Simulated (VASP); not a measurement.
# Cs3Al (Pm-3m) in VASP: further runs

Runs on Cs3Al. Level: PBE. Tasks: single point.

Program: VASP 6.6.1. These are calculated values, not measurements. Logs are shortened: lines on timing, memory, paths and dates and some standing lists are left out, and cuts for length are marked.

## (1) The cell of the first run

Symmetry: Pm-3m, No. 221, cubic system. Conventional cell: a = 5.289 Å, b = 5.289 Å, c = 5.289 Å, α = 90.00°, β = 90.00°, γ = 90.00°. Cs (site symmetry 4/mmm) has 8 Cs at 3.74 Å and 4 Al at 3.74 Å within 4.9 Å. Within 4.9 Å of Al (site symmetry m-3m) lie 12 Cs at 3.74 Å.

## (2) Single point, PBE

File INCAR:

```
SYSTEM = Cs3Al
PREC     = Accurate       ! precision mode
ENCUT    = 520            ! plane-wave cutoff, eV
EDIFF    = 1E-6           ! SCF threshold, eV
ISMEAR   = 0              ! smearing method
SIGMA    = 0.1            ! smearing width, eV
LREAL    = .FALSE.        ! projectors in reciprocal space
LASPH    = .TRUE.         ! aspherical terms in the spheres
NELM     = 60             ! most SCF steps
ALGO     = Fast           ! electronic algorithm
ISIF     = 2              ! what is computed and relaxed
LWAVE    = .FALSE.        ! write WAVECAR
LCHARG   = .FALSE.        ! write CHGCAR
GGA      = PE             ! functional
NBANDS   = 23             ! bands
```

File KPOINTS:

```
Automatic mesh
0
G
  4 4 4
  0 0 0
```

File POSCAR:

```
Cs3Al
1.0
    5.2893095062      0.0000000000      0.0000000000
    0.0000000000      5.2893095062      0.0000000000
    0.0000000000      0.0000000000      5.2893095062
Cs Al
3 1
Direct
    0.0000000000      0.5000000000      0.5000000000
    0.5000000000      0.0000000000      0.5000000000
    0.5000000000      0.5000000000      0.0000000000
    0.0000000000      0.0000000000      0.0000000000
```

Potentials or basis: VASP PAW PBE potentials, release 64 (Cs_sv, Al).

Command:

```bash
$ cat potpaw_PBE.64/Cs_sv/POTCAR potpaw_PBE.64/Al/POTCAR > POTCAR
$ mpirun -np 1 vasp_std > vasp.out
```

OUTCAR:

```text
SYSTEM = Cs3Al
   PREC = Accurate
   ENCUT = 520
   EDIFF = 1E-6
   ISMEAR = 0
   LREAL = .FALSE.
   LASPH = .TRUE.
   NELM = 60
   ISIF = 2
   GGA = PE

 ion  position               nearest neighbor table
   1  0.000  0.500  0.500-
   2  0.500  0.000  0.500-
   3  0.500  0.500  0.000-
   4  0.000  0.000  0.000-

  LATTYP: Found a simple cubic cell.
 ALAT       =     5.2893095062

  Lattice vectors:

 A1 = (   5.2893095062,   0.0000000000,   0.0000000000)
 A2 = (   0.0000000000,   5.2893095062,   0.0000000000)
 A3 = (   0.0000000000,   0.0000000000,   5.2893095062)

Analysis of symmetry for initial positions (statically):
=====================================================================
 Subroutine PRICEL returns:
 Original cell was already a primitive cell.

 Routine SETGRP: Setting up the symmetry group for a
 simple cubic supercell.

 Subroutine GETGRP returns: Found 48 space group operations
 (whereof 48 operations were pure point group operations)
 out of a pool of 48 trial point group operations.

The static configuration has the point symmetry O_h .

Analysis of symmetry for dynamics (positions and initial velocities):
=====================================================================
 Subroutine PRICEL returns:
 Original cell was already a primitive cell.

 Routine SETGRP: Setting up the symmetry group for a
 simple cubic supercell.

 Subroutine GETGRP returns: Found 48 space group operations
 (whereof 48 operations were pure point group operations)
 out of a pool of 48 trial point group operations.

The dynamic configuration has the point symmetry O_h .

 Subroutine INISYM returns: Found 48 space group operations
 (whereof 48 operations are pure point group operations),
 and found     1 'primitive' translations

----------------------------------------------------------------------------------------

                                     Primitive cell

  volume of cell :     147.9779

  direct lattice vectors                    reciprocal lattice vectors
     5.289309506  0.000000000  0.000000000     0.189060595  0.000000000  0.000000000
     0.000000000  5.289309506  0.000000000     0.000000000  0.189060595  0.000000000
     0.000000000  0.000000000  5.289309506     0.000000000  0.000000000  0.189060595

  length of vectors
     5.289309506  5.289309506  5.289309506     0.189060595  0.189060595  0.189060595

  position of ions in fractional coordinates (direct lattice)
     0.000000000  0.500000000  0.500000000
     0.500000000  0.000000000  0.500000000
     0.500000000  0.500000000  0.000000000
     0.000000000  0.000000000  0.000000000

  ion indices of the primitive-cell ions
   primitive index   ion index
                 1           1
                 2           2
                 3           3
                 4           4

----------------------------------------------------------------------------------------

 KPOINTS: Automatic mesh

Automatic generation of k-mesh.
 Grid dimensions read from file:
 generate k-points for:    4    4    4

 Generating k-lattice:

  Cartesian coordinates                     Fractional coordinates (reciprocal lattice)
     0.047265149  0.000000000  0.000000000     0.250000000  0.000000000  0.000000000
     0.000000000  0.047265149  0.000000000     0.000000000  0.250000000  0.000000000
     0.000000000  0.000000000  0.047265149     0.000000000  0.000000000  0.250000000

  Length of vectors
     0.047265149  0.047265149  0.047265149

  Shift w.r.t. Gamma in fractional coordinates (k-lattice)
     0.000000000  0.000000000  0.000000000

 Subroutine IBZKPT returns following result:
 ===========================================

 Found     10 irreducible k-points:

 Following reciprocal coordinates:
            Coordinates               Weight
  0.000000  0.000000  0.000000      1.000000
  0.250000  0.000000  0.000000      6.000000
  0.500000  0.000000  0.000000      3.000000
  0.250000  0.250000  0.000000     12.000000
  0.500000  0.250000  0.000000     12.000000
  0.500000  0.500000  0.000000      3.000000
  0.250000  0.250000  0.250000      8.000000
  0.500000  0.250000  0.250000     12.000000
  0.500000  0.500000  0.250000      6.000000
  0.500000  0.500000  0.500000      1.000000
   k-points           NKPTS =     10   k-points in BZ     NKDIM =     10   number of bands    NBANDS=     23
   number of dos      NEDOS =    301   number of ions     NIONS =      4
   total plane-waves  NPLWV =  64000
   dimension x,y,z NGX =    40 NGY =   40 NGZ =   40
   dimension x,y,z NGXF=    80 NGYF=   80 NGZF=   80
   ions per type =               3   1
   NGX,Y,Z   is equivalent  to a cutoff of  12.57, 12.57, 12.57 a.u.
   NGXF,Y,Z  is equivalent  to a cutoff of  25.14, 25.14, 25.14 a.u.
 SYSTEM =  Cs3Al
   PREC   = accura    normal or accurate (medium, high low for compatibility)
   ISTART =      0    job   : 0-new  1-cont  2-samecut
   ICHARG =      2    charge: 1-file 2-atom 10-const
   ISPIN  =      1    spin polarized calculation?
   LNONCOLLINEAR =      F non collinear calculations
   LSORBIT =      F    spin-orbit coupling
   LASPH  =      T    aspherical Exc in radial PAW
   ENCUT  =  520.0 eV  38.22 Ry    6.18 a.u.   9.83  9.83  9.83*2*pi/ulx,y,z
   NELM   =     60;   NELMIN=  2; NELMDL= -5     # of ELM steps
   EDIFF  = 0.1E-05   stopping-criterion for ELM
   LREAL  =      F    real-space projection
   EDIFFG = 0.1E-04   stopping-criterion for IOM
   NSW    =      0    number of steps for IOM
   IBRION =     -1    ionic relax: 0-MD 1-quasi-New 2-CG
   NFREE  =      0    steps in history (QN), initial steepest desc. (CG)
   ISIF   =      2    stress and relaxation
   ISYM   =      2    0-nonsym 1-usesym 2-fastsym
   POTIM  = 0.5000    time-step for ionic-motion
   TEBEG  =    0.0;   TEEND  =   0.0 temperature during run
   PSTRESS=    0.0 pullay stress
   NELECT =      30.0000    total number of electrons
   NUPDOWN=      -1.0000    fix difference up-down
   EMIN   =  10.00;   EMAX   =-10.00  energy-range for DOS
   EFERMI =   0.00;   METHOD = LEGACY
   ISMEAR =     0;   SIGMA  =   0.10  broadening in eV -4-tet -1-fermi 0-gaus
   EFERMI_NEDOS =   21; number of points for ismear=-14 and -15
   IALGO  =     68    algorithm
   IMIX   =      4    mixing-type and parameters
     AMIX     =   0.40;   BMIX     =  1.00
     AMIX_MAG =   1.60;   BMIX_MAG =  1.00
  volume/ion in A,a.u.               =      36.99       249.65
  Fermi-wavevector in a.u.,A,eV,Ry     =   0.961722  1.817391 12.584157  0.924909
  Thomas-Fermi vector in A             =   2.091119
   LORBIT       =      0    0 simple, 1 ext, 2 COOP (PROOUT), +10 PAW based schemes
   GGA     = PE    functional components
   LHFCALC =     F    Hartree Fock is set to
   AEXX    =    0.0000 exact exchange contribution
   IVDW    =     0    specifies the selected vdW correction
   LEPSILON=     F    determine dielectric tensor
   LRPA    =     F    only Hartree local field effects (RPA)
 non-spin polarized calculation
 RMM-DIIS sequential band-by-band and
 Gauss-broadening in eV      SIGMA  =   0.10
  energy-cutoff  :      520.00
  volume of cell :      147.98
 maximum number of plane-waves:      4013
 NGX is ok and might be reduce to    40
   NGX = 19   NGY = 19   NGZ = 19

 number of electron      29.9999989 magnetization

 Free energy of the ion-electron system (eV)
  ---------------------------------------------------
  ext. energy  EPLUGINS =         0.00000000
  ---------------------------------------------------
  free energy    TOTEN  =        -3.32827624 eV

  energy without entropy =       -3.29201435  energy(sigma->0) =       -3.31014530

 E-fermi :   4.1594     XC(G=0):  -8.8356

 val. band max:        4.1455927779   @ k =   0.2500   0.2500   0.0000
 cond. band min:       4.2881237120   @ k =   0.5000   0.5000   0.2500
 fundamental gap:      0.1425309341
 Fermi energy:         4.1593565809

 k-point     1 :       0.0000    0.0000    0.0000
  band No.  band energies     occupation
      1     -19.5578      2.00000
      2     -18.9827      2.00000
      3     -18.9827      2.00000
      4      -7.1917      2.00000
      5      -7.1917      2.00000
      6      -7.1917      2.00000
[... 15 lines left out ...]
     22       5.5832      0.00000
     23       8.2214      0.00000

 k-point     2 :       0.2500    0.0000    0.0000
  band No.  band energies     occupation
      1     -19.4882      2.00000
      2     -19.0597      2.00000
      3     -18.9807      2.00000
      4      -7.0559      2.00000
      5      -7.0559      2.00000
      6      -6.9979      2.00000
[... 15 lines left out ...]
     22       6.3446      0.00000
     23       7.8922      0.00000

 k-point     3 :       0.5000    0.0000    0.0000
  band No.  band energies     occupation
      1     -19.3735      2.00000
      2     -19.1819      2.00000
      3     -18.9787      2.00000
      4      -6.8629      2.00000
      5      -6.8629      2.00000
      6      -6.4433      2.00000
[... 15 lines left out ...]
     22       7.6385      0.00000
     23       7.9405      0.00000

 k-point     4 :       0.2500    0.2500    0.0000
  band No.  band energies     occupation
      1     -19.4250      2.00000
      2     -19.0812      2.00000
      3     -19.0241      2.00000
      4      -7.2179      2.00000
      5      -6.9124      2.00000
      6      -6.6001      2.00000
[... 15 lines left out ...]
     22       7.1861      0.00000
     23       8.7731      0.00000

 k-point     5 :       0.5000    0.2500    0.0000
  band No.  band energies     occupation
      1     -19.3162      2.00000
      2     -19.1787      2.00000
      3     -19.0370      2.00000
      4      -7.1220      2.00000
      5      -6.8233      2.00000
      6      -6.6963      2.00000
[... 70 lines left out ...]
 k-point     8 :       0.5000    0.2500    0.2500
  band No.  band energies     occupation
      1     -19.2738      2.00000
      2     -19.1756      2.00000
      3     -19.0761      2.00000
      4      -7.5350      2.00000
      5      -6.8440      2.00000
      6      -6.6956      2.00000
[... 15 lines left out ...]
     22       7.2363      0.00000
     23       7.8531      0.00000

 k-point     9 :       0.5000    0.5000    0.2500
  band No.  band energies     occupation
      1     -19.1741      2.00000
      2     -19.1725      2.00000
      3     -19.1725      2.00000
      4      -7.7436      2.00000
      5      -7.0284      2.00000
      6      -6.7393      2.00000
[... 15 lines left out ...]
     22       7.4834      0.00000
     23       8.0902      0.00000

 k-point    10 :       0.5000    0.5000    0.5000
  band No.  band energies     occupation
      1     -19.1694      2.00000
      2     -19.1694      2.00000
      3     -19.1694      2.00000
      4      -8.0242      2.00000
      5      -6.9948      2.00000
      6      -6.9948      2.00000
[... 15 lines left out ...]
     22       7.6148      0.00000
     23       8.1670      0.00000

------------------------ aborting loop because EDIFF is reached ----------------------------------------

  FORCE on cell =-STRESS in cart. coord.  units (eV):
  Direction    XX          YY          ZZ          XY          YZ          ZX
  --------------------------------------------------------------------------------------
  -------------------------------------------------------------------------------------
  Total        5.5756317      5.5756317      5.5756317     -0.0000000      0.0000000     -0.0000000
  in kB       60.3681289     60.3681289     60.3681289     -0.0000000      0.0000000     -0.0000000
  external PRESSURE =      60.3681289 kB  Pullay stress =       0.0000000 kB

 VOLUME and BASIS-vectors are now :
 -----------------------------------------------------------------------------
  energy-cutoff  :      520.00
  volume of cell :      147.98
      direct lattice vectors                 reciprocal lattice vectors
     5.289309506  0.000000000  0.000000000     0.189060595  0.000000000  0.000000000
     0.000000000  5.289309506  0.000000000     0.000000000  0.189060595  0.000000000
     0.000000000  0.000000000  5.289309506     0.000000000  0.000000000  0.189060595

 POSITION                                       TOTAL-FORCE (eV/Angst)
 -----------------------------------------------------------------------------------
      0.00000      2.64465      2.64465         0.000000      0.000000      0.000000
      2.64465      0.00000      2.64465         0.000000      0.000000      0.000000
      2.64465      2.64465      0.00000         0.000000      0.000000      0.000000
      0.00000      0.00000      0.00000         0.000000      0.000000      0.000000
 -----------------------------------------------------------------------------------
    total drift:                                0.000000     -0.000000     -0.000000

  FREE ENERGIE OF THE ION-ELECTRON SYSTEM (eV)
  ---------------------------------------------------
  free  energy   TOTEN  =        -3.3282762444 eV

  energy  without entropy=       -3.2920143545  energy(sigma->0) =       -3.31014530
```

Run time: 22 s. Hardware: 1 thread of Intel Xeon 6975P-C (Granite Rapids), shared host; peak memory 0.23 GiB.

Results:

```yaml
Free_energy: -3.3283 eV
Pressure: 6.0 GPa
Band_gap_on_the_k_mesh: zero (bands 15 and 16 overlap by 0.84 eV)
```

Caveat: the cell stands under pressure; spin-orbit coupling is left out, which moves the levels of the heavy elements.

## (3) Single point, PBE

This run uses another cell than the first one, of 61.47 Å³/atom.

File INCAR:

```
ALGO = Fast ; EDIFF = 1E-6
ENCUT = 520 ; GGA = PE
ISIF = 2 ; ISMEAR = 0
LASPH = T ; LCHARG = F
LREAL = F ; LWAVE = F
NBANDS = 23 ; NELM = 100
PREC = Accurate ; SIGMA = 0.1
```

File KPOINTS:

```
k-points
0
Gamma
  4 4 4
```

File POSCAR:

```
Cs3Al
1.0
    6.2647382099      0.0000000000      0.0000000000
    0.0000000000      6.2647382099      0.0000000000
    0.0000000000      0.0000000000      6.2647382099
Cs Al
3 1
Direct
    0.0000000000      0.5000000000      0.5000000000
    0.5000000000      0.0000000000      0.5000000000
    0.5000000000      0.5000000000      0.0000000000
    0.0000000000      0.0000000000      0.0000000000
```

Potentials or basis: VASP PAW PBE potentials, release 64 (Cs_sv, Al).

Command:

```bash
$ cat potpaw_PBE.64/Cs_sv/POTCAR potpaw_PBE.64/Al/POTCAR > POTCAR
$ mpirun -np 1 vasp_std > vasp.out
```

Run time: 36 s. Hardware: 1 thread of Intel Xeon 6975P-C (Granite Rapids), shared host; peak memory 0.32 GiB.

Results (log left out):

```
Free energy            : -4.6941 eV
Pressure               : 0.3 GPa
Band gap on the k mesh : zero (bands 15 and 16 overlap by 0.72 eV)
```

Levels at points of the mesh, in eV from the Fermi level:
```
           k point  band 11  band 12  band 13  band 14  band 15  band 16  band 17  band 18  band 19  band 20
(0.00, 0.00, 0.00)   -10.09   -10.09    -4.42    -1.03     0.69     0.69     0.69     0.82     0.82     1.27
(0.50, 0.00, 0.00)   -10.14   -10.14    -4.11    -1.16     0.12     0.20     0.20     1.67     1.80     1.81
(0.50, 0.50, 0.00)   -10.20   -10.02    -4.04    -0.53    -0.53    -0.04     0.68     1.69     1.69     2.01
(0.50, 0.50, 0.50)   -10.02   -10.02    -4.17     0.22     0.22     0.22     0.43     0.43     0.43     2.10
```

Caveat: spin-orbit coupling is left out, which moves the levels of the heavy elements.

The gap in the log of VASP goes by the Fermi energy; the results here count the filled bands.